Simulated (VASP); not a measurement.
# CsSnI3 (Pm-3m) in VASP: settings compared

The runs below take CsSnI3 through single point, with PBEsol+D4, PBE+D3(BJ), PBE+D4.

Everything below comes from runs of VASP 6.6.1. Logs are shortened: lines on timing, memory, paths and dates and some standing lists are left out, and cuts for length are marked.

**1. The cell of the first run**

The structure is cubic, space group Pm-3m (No. 221). The conventional cell has a = 6.097 Å, b = 6.097 Å, c = 6.097 Å, α = 90.00°, β = 90.00°, γ = 90.00°. Within 5.7 Å of Cs (site symmetry m-3m) lie 12 I at 4.31 Å and 8 Sn at 5.28 Å. I (site symmetry 4/mmm) has 2 Sn at 3.05 Å within 4.0 Å. Sn (site symmetry m-3m) has 6 I at 3.05 Å within 4.0 Å.

**2. Single point, PBEsol+D4**

The input, INCAR:

```
SYSTEM = CsSnI3
ALGO = Normal
EDIFF = 1E-6
ENCUT = 520
GGA = PS
ISIF = 2
ISMEAR = -1
IVDW = 13
LASPH = .True.
LCHARG = .True.
LELF = .True.
LREAL = .False.
LVHAR = .True.
LWAVE = .False.
NBANDS = 30
NELM = 100
PREC = Accurate
SIGMA = 0.05
```

The input, KPOINTS:

```
k-points
0
Gamma
  5 5 5
  0 0 0
```

The input, POSCAR:

```
CsSnI3
1.0
    6.0972303715      0.0000000000      0.0000000000
    0.0000000000      6.0972303715      0.0000000000
    0.0000000000      0.0000000000      6.0972303715
Cs I Sn
1 3 1
Direct
    0.0000000000      0.0000000000      0.0000000000
    0.5000000000      0.5000000000      0.0000000000
    0.5000000000      0.0000000000      0.5000000000
    0.0000000000      0.5000000000      0.5000000000
    0.5000000000      0.5000000000      0.5000000000
```

Potentials or basis: VASP PAW PBE potentials, release 64 (Cs_sv, I, Sn_d).

Command:

```console
> cat potpaw_PBE.64/Cs_sv/POTCAR potpaw_PBE.64/I/POTCAR potpaw_PBE.64/Sn_d/POTCAR > POTCAR
> mpirun -np 1 vasp_std > vasp.out
```

OUTCAR:

```text
SYSTEM = CsSnI3
   EDIFF = 1E-6
   ENCUT = 520
   GGA = PS
   ISIF = 2
   ISMEAR = -1
   IVDW = 13
   LASPH = .True.
   LREAL = .False.
   NELM = 100
   PREC = Accurate

 ion  position               nearest neighbor table
   1  0.000  0.000  0.000-
   2  0.500  0.500  0.000-   5 3.05   5 3.05
   3  0.500  0.000  0.500-   5 3.05   5 3.05
   4  0.000  0.500  0.500-   5 3.05   5 3.05
   5  0.500  0.500  0.500-   2 3.05   3 3.05   4 3.05   2 3.05   3 3.05   4 3.05

  LATTYP: Found a simple cubic cell.
 ALAT       =     6.0972303715

  Lattice vectors:

 A1 = (   6.0972303715,   0.0000000000,   0.0000000000)
 A2 = (   0.0000000000,   6.0972303715,   0.0000000000)
 A3 = (   0.0000000000,   0.0000000000,   6.0972303715)

Analysis of symmetry for initial positions (statically):
=====================================================================
 Subroutine PRICEL returns:
 Original cell was already a primitive cell.

 Routine SETGRP: Setting up the symmetry group for a
 simple cubic supercell.

 Subroutine GETGRP returns: Found 48 space group operations
 (whereof 48 operations were pure point group operations)
 out of a pool of 48 trial point group operations.

The static configuration has the point symmetry O_h .

Analysis of symmetry for dynamics (positions and initial velocities):
=====================================================================
 Subroutine PRICEL returns:
 Original cell was already a primitive cell.

 Routine SETGRP: Setting up the symmetry group for a
 simple cubic supercell.

 Subroutine GETGRP returns: Found 48 space group operations
 (whereof 48 operations were pure point group operations)
 out of a pool of 48 trial point group operations.

The dynamic configuration has the point symmetry O_h .

 Subroutine INISYM returns: Found 48 space group operations
 (whereof 48 operations are pure point group operations),
 and found     1 'primitive' translations

----------------------------------------------------------------------------------------

                                     Primitive cell

  volume of cell :     226.6720

  direct lattice vectors                    reciprocal lattice vectors
     6.097230372  0.000000000  0.000000000     0.164008892  0.000000000  0.000000000
     0.000000000  6.097230372  0.000000000     0.000000000  0.164008892  0.000000000
     0.000000000  0.000000000  6.097230372     0.000000000  0.000000000  0.164008892

  length of vectors
     6.097230372  6.097230372  6.097230372     0.164008892  0.164008892  0.164008892

  position of ions in fractional coordinates (direct lattice)
     0.000000000  0.000000000  0.000000000
     0.500000000  0.500000000  0.000000000
     0.500000000  0.000000000  0.500000000
     0.000000000  0.500000000  0.500000000
     0.500000000  0.500000000  0.500000000

  ion indices of the primitive-cell ions
   primitive index   ion index
                 1           1
                 2           2
                 3           3
                 4           4
                 5           5

----------------------------------------------------------------------------------------

 KPOINTS: k-points

Automatic generation of k-mesh.
 Grid dimensions read from file:
 generate k-points for:    5    5    5

 Generating k-lattice:

  Cartesian coordinates                     Fractional coordinates (reciprocal lattice)
     0.032801778  0.000000000  0.000000000     0.200000000  0.000000000  0.000000000
     0.000000000  0.032801778  0.000000000     0.000000000  0.200000000  0.000000000
     0.000000000  0.000000000  0.032801778     0.000000000  0.000000000  0.200000000

  Length of vectors
     0.032801778  0.032801778  0.032801778

  Shift w.r.t. Gamma in fractional coordinates (k-lattice)
     0.000000000  0.000000000  0.000000000

 Subroutine IBZKPT returns following result:
 ===========================================

 Found     10 irreducible k-points:

 Following reciprocal coordinates:
            Coordinates               Weight
  0.000000  0.000000  0.000000      1.000000
  0.200000  0.000000  0.000000      6.000000
  0.400000  0.000000  0.000000      6.000000
  0.200000  0.200000  0.000000     12.000000
  0.400000  0.200000  0.000000     24.000000
  0.400000  0.400000  0.000000     12.000000
  0.200000  0.200000  0.200000      8.000000
  0.400000  0.200000  0.200000     24.000000
  0.400000  0.400000  0.200000     24.000000
  0.400000  0.400000  0.400000      8.000000
   k-points           NKPTS =     10   k-points in BZ     NKDIM =     10   number of bands    NBANDS=     30
   number of dos      NEDOS =    301   number of ions     NIONS =      5
   total plane-waves  NPLWV = 110592
   dimension x,y,z NGX =    48 NGY =   48 NGZ =   48
   dimension x,y,z NGXF=    96 NGYF=   96 NGZF=   96
   ions per type =               1   3   1
   NGX,Y,Z   is equivalent  to a cutoff of  13.09, 13.09, 13.09 a.u.
   NGXF,Y,Z  is equivalent  to a cutoff of  26.18, 26.18, 26.18 a.u.
 SYSTEM =  CsSnI3
   PREC   = accura    normal or accurate (medium, high low for compatibility)
   ISTART =      0    job   : 0-new  1-cont  2-samecut
   ICHARG =      2    charge: 1-file 2-atom 10-const
   ISPIN  =      1    spin polarized calculation?
   LNONCOLLINEAR =      F non collinear calculations
   LSORBIT =      F    spin-orbit coupling
   LASPH  =      T    aspherical Exc in radial PAW
   ENCUT  =  520.0 eV  38.22 Ry    6.18 a.u.  11.34 11.34 11.34*2*pi/ulx,y,z
   NELM   =    100;   NELMIN=  2; NELMDL= -5     # of ELM steps
   EDIFF  = 0.1E-05   stopping-criterion for ELM
   LREAL  =      F    real-space projection
   EDIFFG = 0.1E-04   stopping-criterion for IOM
   NSW    =      0    number of steps for IOM
   IBRION =     -1    ionic relax: 0-MD 1-quasi-New 2-CG
   NFREE  =      0    steps in history (QN), initial steepest desc. (CG)
   ISIF   =      2    stress and relaxation
   ISYM   =      2    0-nonsym 1-usesym 2-fastsym
   POTIM  = 0.5000    time-step for ionic-motion
   TEBEG  =    0.0;   TEEND  =   0.0 temperature during run
   PSTRESS=    0.0 pullay stress
   NELECT =      44.0000    total number of electrons
   NUPDOWN=      -1.0000    fix difference up-down
   EMIN   =  10.00;   EMAX   =-10.00  energy-range for DOS
   EFERMI =   0.00;   METHOD = LEGACY
   ISMEAR =    -1;   SIGMA  =   0.05  broadening in eV -4-tet -1-fermi 0-gaus
   EFERMI_NEDOS =   21; number of points for ismear=-14 and -15
   IALGO  =     38    algorithm
   IMIX   =      4    mixing-type and parameters
     AMIX     =   0.40;   BMIX     =  1.00
     AMIX_MAG =   1.60;   BMIX_MAG =  1.00
  volume/ion in A,a.u.               =      45.33       305.93
  Fermi-wavevector in a.u.,A,eV,Ry     =   0.947894  1.791260 12.224877  0.898503
  Thomas-Fermi vector in A             =   2.076031
   LORBIT       =      0    0 simple, 1 ext, 2 COOP (PROOUT), +10 PAW based schemes
   GGA     = PS    functional components
   LHFCALC =     F    Hartree Fock is set to
   AEXX    =    0.0000 exact exchange contribution
   IVDW    =    13    specifies the selected vdW correction
   LEPSILON=     F    determine dielectric tensor
   LRPA    =     F    only Hartree local field effects (RPA)
 non-spin polarized calculation
  energy-cutoff  :      520.00
  volume of cell :      226.67
 maximum number of plane-waves:      6114
 NGX is ok and might be reduce to    48
   NGX = 23   NGY = 23   NGZ = 23

 number of electron      44.0000020 magnetization

 Free energy of the ion-electron system (eV)
  ---------------------------------------------------
  ext. energy  EPLUGINS =         0.00000000
  ---------------------------------------------------
  free energy    TOTEN  =       -15.12558096 eV

  energy without entropy =      -15.12558095  energy(sigma->0) =      -15.12558096

 E-fermi :   3.1952     XC(G=0):  -7.9158

 val. band max:        2.3751947733   @ k =   0.4000   0.4000   0.4000
 cond. band min:       4.0502166987   @ k =   0.4000   0.4000   0.4000
 fundamental gap:      1.6750219253
 Fermi energy:         3.1952197001

 k-point     1 :       0.0000    0.0000    0.0000
  band No.  band energies     occupation
      1     -19.0630      2.00000
      2     -18.7208      2.00000
      3     -18.7208      2.00000
      4     -18.6906      2.00000
      5     -18.6906      2.00000
      6     -18.6906      2.00000
[... 22 lines left out ...]
     29       8.2079      0.00000
     30       8.2079      0.00000

 k-point     2 :       0.2000    0.0000    0.0000
  band No.  band energies     occupation
      1     -19.0628      2.00000
      2     -18.7208      2.00000
      3     -18.7200      2.00000
      4     -18.6907      2.00000
      5     -18.6907      2.00000
      6     -18.6906      2.00000
[... 22 lines left out ...]
     29       6.8157      0.00000
     30       8.0746      0.00000

 k-point     3 :       0.4000    0.0000    0.0000
  band No.  band energies     occupation
      1     -19.0625      2.00000
      2     -18.7208      2.00000
      3     -18.7187      2.00000
      4     -18.6908      2.00000
      5     -18.6908      2.00000
      6     -18.6906      2.00000
[... 22 lines left out ...]
     29       7.6438      0.00000
     30       7.6479      0.00000

 k-point     4 :       0.2000    0.2000    0.0000
  band No.  band energies     occupation
      1     -19.0626      2.00000
      2     -18.7204      2.00000
      3     -18.7196      2.00000
      4     -18.6908      2.00000
      5     -18.6907      2.00000
      6     -18.6907      2.00000
[... 22 lines left out ...]
     29       6.9878      0.00000
     30       7.4865      0.00000

 k-point     5 :       0.4000    0.2000    0.0000
  band No.  band energies     occupation
      1     -19.0623      2.00000
      2     -18.7202      2.00000
      3     -18.7184      2.00000
      4     -18.6909      2.00000
      5     -18.6908      2.00000
      6     -18.6907      2.00000
[... 22 lines left out ...]
     29       7.5532      0.00000
     30       7.8752      0.00000

 k-point     6 :       0.4000    0.4000    0.0000
  band No.  band energies     occupation
      1     -19.0620      2.00000
      2     -18.7197      2.00000
      3     -18.7176      2.00000
      4     -18.6910      2.00000
      5     -18.6908      2.00000
      6     -18.6908      2.00000
[... 22 lines left out ...]
     29       7.9539      0.00000
     30       7.9928      0.00000

 k-point     7 :       0.2000    0.2000    0.2000
  band No.  band energies     occupation
      1     -19.0624      2.00000
      2     -18.7196      2.00000
      3     -18.7196      2.00000
      4     -18.6908      2.00000
      5     -18.6908      2.00000
      6     -18.6908      2.00000
[... 22 lines left out ...]
     29       7.5354      0.00000
     30       7.6271      0.00000

 k-point     8 :       0.4000    0.2000    0.2000
  band No.  band energies     occupation
      1     -19.0621      2.00000
      2     -18.7196      2.00000
      3     -18.7183      2.00000
      4     -18.6909      2.00000
      5     -18.6909      2.00000
      6     -18.6908      2.00000
[... 22 lines left out ...]
     29       7.8075      0.00000
     30       8.1489      0.00000

 k-point     9 :       0.4000    0.4000    0.2000
  band No.  band energies     occupation
      1     -19.0618      2.00000
      2     -18.7189      2.00000
      3     -18.7176      2.00000
      4     -18.6910      2.00000
      5     -18.6909      2.00000
      6     -18.6909      2.00000
[... 22 lines left out ...]
     29       7.6030      0.00000
     30       8.0452      0.00000

 k-point    10 :       0.4000    0.4000    0.4000
  band No.  band energies     occupation
      1     -19.0616      2.00000
      2     -18.7176      2.00000
      3     -18.7176      2.00000
      4     -18.6910      2.00000
      5     -18.6910      2.00000
      6     -18.6910      2.00000
[... 22 lines left out ...]
     29       7.2339      0.00000
     30       8.2967      0.00000

------------------------ aborting loop because EDIFF is reached ----------------------------------------

  DFT-D4 for vdW energy calculation

  Edisp (eV):   -0.77970

  FORCE on cell =-STRESS in cart. coord.  units (eV):
  Direction    XX          YY          ZZ          XY          YZ          ZX
  --------------------------------------------------------------------------------------
  -------------------------------------------------------------------------------------
  Total      -0.00103    -0.00103    -0.00103     0.00000     0.00000    -0.00000
  in kB      -0.00730    -0.00730    -0.00730     0.00000     0.00000    -0.00000
  external pressure =       -0.01 kB  Pullay stress =        0.00 kB

 VOLUME and BASIS-vectors are now :
 -----------------------------------------------------------------------------
  energy-cutoff  :      520.00
  volume of cell :      226.67
      direct lattice vectors                 reciprocal lattice vectors
     6.097230372  0.000000000  0.000000000     0.164008892  0.000000000  0.000000000
     0.000000000  6.097230372  0.000000000     0.000000000  0.164008892  0.000000000
     0.000000000  0.000000000  6.097230372     0.000000000  0.000000000  0.164008892

 POSITION                                       TOTAL-FORCE (eV/Angst)
 -----------------------------------------------------------------------------------
      0.00000      0.00000      0.00000         0.000000      0.000000      0.000000
      3.04862      3.04862      0.00000         0.000000      0.000000      0.000000
      3.04862      0.00000      3.04862         0.000000      0.000000      0.000000
      0.00000      3.04862      3.04862         0.000000      0.000000      0.000000
      3.04862      3.04862      3.04862         0.000000      0.000000      0.000000
 -----------------------------------------------------------------------------------
    total drift:                                0.000000     -0.000000     -0.000000

  FREE ENERGIE OF THE ION-ELECTRON SYSTEM (eV)
  ---------------------------------------------------
  free  energy   TOTEN  =       -15.9052822863 eV

  energy  without entropy=      -15.9052822690  energy(sigma->0) =      -15.90528228
```

It took 87 s on 1 thread of Oxide Virtual Turin-like, shared host; peak memory 0.32 GiB.

Results:

```
Free energy                : -15.9053 eV
Pressure                   : 0.0 GPa
Band gap on the k mesh     : 1.68 eV, direct
Dispersion energy per atom : -0.156 eV
```

Caveat: the PAW data sets were made with another functional, which shifts forces and pressure a little; spin-orbit coupling is left out, which moves the levels of the heavy elements. A k mesh can miss the band edges.

**3. Single point, PBE+D3(BJ)**

This run uses another cell than the first one, of 46.88 Å³/atom, 1.034 times its volume.

The input, INCAR:

```
SYSTEM = CsSnI3
PREC     = Accurate       ! precision mode
ENCUT    = 520            ! plane-wave cutoff, eV
EDIFF    = 1E-6           ! SCF threshold, eV
ISMEAR   = -1             ! smearing method
SIGMA    = 0.05           ! smearing width, eV
LREAL    = .False.        ! projectors in reciprocal space
LASPH    = .True.         ! aspherical terms in the spheres
NELM     = 60             ! most SCF steps
ALGO     = Normal         ! electronic algorithm
ISIF     = 2              ! what is computed and relaxed
LWAVE    = .False.        ! write WAVECAR
LCHARG   = .True.         ! write CHGCAR
GGA      = PE             ! functional
IVDW     = 12             ! dispersion correction
LELF     = .True.         ! ELF
LVHAR    = .True.       
NBANDS   = 30             ! bands
```

The input, KPOINTS:

```
Automatic mesh
0
Gamma
  5 5 5
  0 0 0
```

POSCAR: that of step 2 with these lines changed.

```diff
@@ -2,5 +2,5 @@
 1.0
-    6.0972303715      0.0000000000      0.0000000000
-    0.0000000000      6.0972303715      0.0000000000
-    0.0000000000      0.0000000000      6.0972303715
+    6.1659562105      0.0000000000      0.0000000000
+    0.0000000000      6.1659562105      0.0000000000
+    0.0000000000      0.0000000000      6.1659562105
 Cs I Sn
```

Potentials or basis: VASP PAW PBE potentials, release 64 (Cs_sv, I, Sn_d).

Command:

```console
> cat potpaw_PBE.64/Cs_sv/POTCAR potpaw_PBE.64/I/POTCAR potpaw_PBE.64/Sn_d/POTCAR > POTCAR
> mpirun -np 1 vasp_std > vasp.out
```

OUTCAR:

```text
SYSTEM = CsSnI3
   PREC = Accurate
   ENCUT = 520
   EDIFF = 1E-6
   ISMEAR = -1
   LREAL = .False.
   LASPH = .True.
   NELM = 60
   ISIF = 2
   GGA = PE
   IVDW = 12
 IVDW          = 12

 ion  position               nearest neighbor table
   1  0.000  0.000  0.000-
   2  0.500  0.500  0.000-   5 3.08   5 3.08
   3  0.500  0.000  0.500-   5 3.08   5 3.08
   4  0.000  0.500  0.500-   5 3.08   5 3.08
[... 520 lines left out ...]
  Direction    XX          YY          ZZ          XY          YZ          ZX
  --------------------------------------------------------------------------------------
  -------------------------------------------------------------------------------------
  Total      -0.00025    -0.00025    -0.00025    -0.00000    -0.00000    -0.00000
  in kB      -0.00173    -0.00173    -0.00173    -0.00000    -0.00000    -0.00000
  external pressure =       -0.00 kB  Pullay stress =        0.00 kB

 VOLUME and BASIS-vectors are now :
 -----------------------------------------------------------------------------
  energy-cutoff  :      520.00
  volume of cell :      234.42
      direct lattice vectors                 reciprocal lattice vectors
     6.165956211  0.000000000  0.000000000     0.162180847  0.000000000  0.000000000
     0.000000000  6.165956211  0.000000000     0.000000000  0.162180847  0.000000000
     0.000000000  0.000000000  6.165956211     0.000000000  0.000000000  0.162180847

 POSITION                                       TOTAL-FORCE (eV/Angst)
 -----------------------------------------------------------------------------------
      0.00000      0.00000      0.00000         0.000000      0.000000      0.000000
      3.08298      3.08298      0.00000         0.000000      0.000000      0.000000
      3.08298      0.00000      3.08298         0.000000      0.000000      0.000000
      0.00000      3.08298      3.08298         0.000000      0.000000      0.000000
      3.08298      3.08298      3.08298         0.000000      0.000000      0.000000
 -----------------------------------------------------------------------------------
    total drift:                                0.000000     -0.000000     -0.000000

  FREE ENERGIE OF THE ION-ELECTRON SYSTEM (eV)
  ---------------------------------------------------
  free  energy   TOTEN  =       -15.3083435387 eV

  energy  without entropy=      -15.3083435280  energy(sigma->0) =      -15.30834353
```

OSZICAR:

```text
N       E                     dE             d eps       ncg     rms          rms(c)
DAV:   1     0.350801056417E+03    0.35080E+03   -0.18082E+04   600   0.135E+03
DAV:   2     0.341118701011E+02   -0.31669E+03   -0.30130E+03   678   0.286E+02
DAV:   3    -0.120727992292E+02   -0.46185E+02   -0.44761E+02   710   0.118E+02
DAV:   4    -0.141841773434E+02   -0.21114E+01   -0.21030E+01   722   0.285E+01
DAV:   5    -0.142564074424E+02   -0.72230E-01   -0.72205E-01   902   0.540E+00    0.455E+00
DAV:   6    -0.140422952534E+02    0.21411E+00   -0.34634E-01   802   0.307E+00    0.300E+00
DAV:   7    -0.140266212843E+02    0.15674E-01   -0.26762E-01   762   0.205E+00    0.961E-01
DAV:   8    -0.140291063067E+02   -0.24850E-02   -0.40158E-02   752   0.128E+00    0.318E-01
DAV:   9    -0.140292274261E+02   -0.12112E-03   -0.32420E-03   724   0.428E-01    0.106E-01
DAV:  10    -0.140293935366E+02   -0.16611E-03   -0.50098E-04   738   0.116E-01    0.361E-02
DAV:  11    -0.140294416320E+02   -0.48095E-04   -0.30430E-04   780   0.114E-01    0.447E-02
DAV:  12    -0.140294391457E+02    0.24863E-05   -0.27534E-05   778   0.231E-02    0.306E-02
DAV:  13    -0.140294373533E+02    0.17924E-05   -0.19740E-06   636   0.865E-03    0.167E-02
DAV:  14    -0.140294355952E+02    0.17581E-05   -0.58475E-06   742   0.174E-02    0.306E-03
DAV:  15    -0.140294357998E+02   -0.20457E-06   -0.45163E-07   420   0.391E-03
   1 F= -.15308344E+02 E0= -.15308344E+02  d E =-.107094E-07
```

It took 75 s on 1 thread of Oxide Virtual Turin-like, shared host; peak memory 0.32 GiB.

Results:

```yaml
Free_energy: -15.3083 eV
Pressure: 0.0 GPa
Band_gap_on_the_k_mesh: 1.73 eV, direct
Dispersion_energy_per_atom: -0.256 eV
```

Caveat: spin-orbit coupling is left out, which moves the levels of the heavy elements.

[end of part 1 of 2]
